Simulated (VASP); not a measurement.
**Si3O2: relaxation of cell and atoms with PBE**

Crystal: Si3O2.

```
Si O
1.0
     4.35364    0.00000    0.00000
     0.00000    4.35364    0.00000
     0.00000    0.00000    3.60172
Si O
3 2
Direct
  0.00000 0.00000 0.77843
  0.00000 0.00000 0.22157
  0.50000 0.50000 0.50000
  0.00000 0.50000 0.04660
  0.50000 0.00000 0.95340
```

```json
{"Program": "VASP 6.6.1", "Task": "relaxation of cell and atoms", "Functional": "PBE", "Potentials or basis": "VASP PAW PBE potentials, release 64 (Si, O)", "Cutoff": "600 eV", "k mesh": "4 × 4 × 6", "Occupations": "gaussian, width 0.1 eV", "Spin": "no spin polarisation", "Dipole correction": "no", "Further INCAR settings": "ALGO = Normal; EDIFF = 1e-07; IBRION = 2; EDIFFG = -0.04; NSW = 90; ISIF = 3"}
```

The relaxed volume is 10.64 Å³/atom, the relaxed cell is a = 3.015 Å, b = 3.015 Å, c = 5.854 Å, α = 90.00°, β = 90.00°, γ = 90.00° and the space group after relaxing (to 0.05 Å) is P-4m2 (No. 115). The energy gained by relaxing is 2074.9 meV/atom and the ionic steps are 25. The pressure after relaxing is 0.4 GPa. The largest force after relaxing is 0.037 eV/Å and the band gap on the k mesh is zero (band 12 reaches 11.15 eV, above the bottom of band 13 at 9.27 eV).

Forces on the atoms (eV/Å):
```
Si   0.000  0.000 -0.037
Si   0.000  0.000  0.037
Si   0.000  0.000  0.000
O    0.000  0.000 -0.007
O    0.000  0.000  0.007
```

Step by step:
| step | energy change (eV) | largest force (eV/Å) | pressure (GPa) | volume (Å³) |
| --- | --- | --- | --- | --- |
| 1 | 0.0000 | 26.4059 | 35.17 | 68.27 |
| 2 | 91.5311 | 275.8474 | 115.02 | 93.59 |
| 3 | 33.7020 | 1.5558 | -55.80 | 125.11 |
| 4 | 30.3989 | 1.9613 | -54.61 | 124.79 |
| 5 | 32.9543 | 96.6300 | 21.55 | 115.84 |
| 6 | 26.5560 | 1.8909 | -50.44 | 124.09 |
| 7 | 15.2619 | 2.0113 | -50.69 | 121.02 |
| 8 | 9.8235 | 0.4814 | -44.53 | 118.71 |
| 9 | 8.0636 | 2.9345 | -36.31 | 117.34 |
| 10 | 8.2017 | 8.6629 | -30.17 | 116.61 |
| 11 | -9.6081 | 2.1497 | -6.65 | 56.58 |
| 12 | -9.5806 | 1.7757 | -14.58 | 60.55 |
| 13 | -9.6573 | 1.9358 | -11.54 | 59.00 |
| 14 | -9.1465 | 4.8356 | 25.91 | 51.37 |
| 15 | -9.9394 | 0.9594 | -0.85 | 55.93 |
| 16 | -9.9401 | 0.9059 | -0.30 | 55.80 |
| 17 | -10.1445 | 0.8230 | 1.22 | 54.53 |
| 18 | -10.2115 | 1.7256 | 10.66 | 51.46 |
| 19 | -10.2739 | 1.2758 | 4.55 | 52.92 |
| 20 | -10.3281 | 0.7290 | -5.23 | 54.30 |
| 21 | -10.3483 | 0.4171 | -2.11 | 53.82 |
| 22 | -10.3699 | 0.2343 | -0.53 | 53.33 |
| 23 | -10.3729 | 0.1358 | 0.42 | 53.08 |
| 24 | -10.3742 | 0.0692 | 0.36 | 53.25 |
| 25 | -10.3743 | 0.0369 | 0.37 | 53.22 |

Final structure:
```
Si O
1.0
     3.01513    0.00000    0.00000
     0.00000    3.01513    0.00000
     0.00000    0.00000    5.85428
Si O
3 2
Direct
  0.00000 0.00000 0.75154
  0.00000 0.00000 0.24846
  0.50000 0.50000 0.50000
  0.00000 0.50000 0.09370
  0.50000 0.00000 0.90630
```

Levels at points of the mesh, in eV from the Fermi level:
| k point | band 10 | band 11 | band 12 | band 13 | band 14 | band 15 |
| --- | --- | --- | --- | --- | --- | --- |
| (0.00, 0.00, 0.00) | -2.15 | -0.55 | 1.01 | 1.01 | 2.05 | 2.95 |
| (0.50, 0.00, 0.00) | -3.12 | -1.65 | -1.33 | 3.32 | 3.99 | 4.14 |
| (0.50, 0.50, 0.00) | -5.18 | -4.40 | -4.32 | 0.63 | 1.37 | 1.48 |
| (0.00, 0.00, 0.50) | -3.96 | 1.10 | 1.10 | 1.78 | 2.22 | 3.19 |
| (0.50, 0.00, 0.50) | -3.81 | -1.57 | -0.86 | 2.13 | 3.57 | 3.98 |
| (0.50, 0.50, 0.50) | -3.75 | -3.75 | -2.26 | -0.75 | -0.75 | 0.03 |

It took 3.5 min on 1 thread of Intel(R) Xeon(R) 6975P-C (Granite Rapids), with other jobs on the host, peak memory 0.2 GiB.

Caveat: the k points lie up to 0.52 Å⁻¹ apart in the final cell; the volume moved by over 15 % at a fixed basis, so the end points are rough.
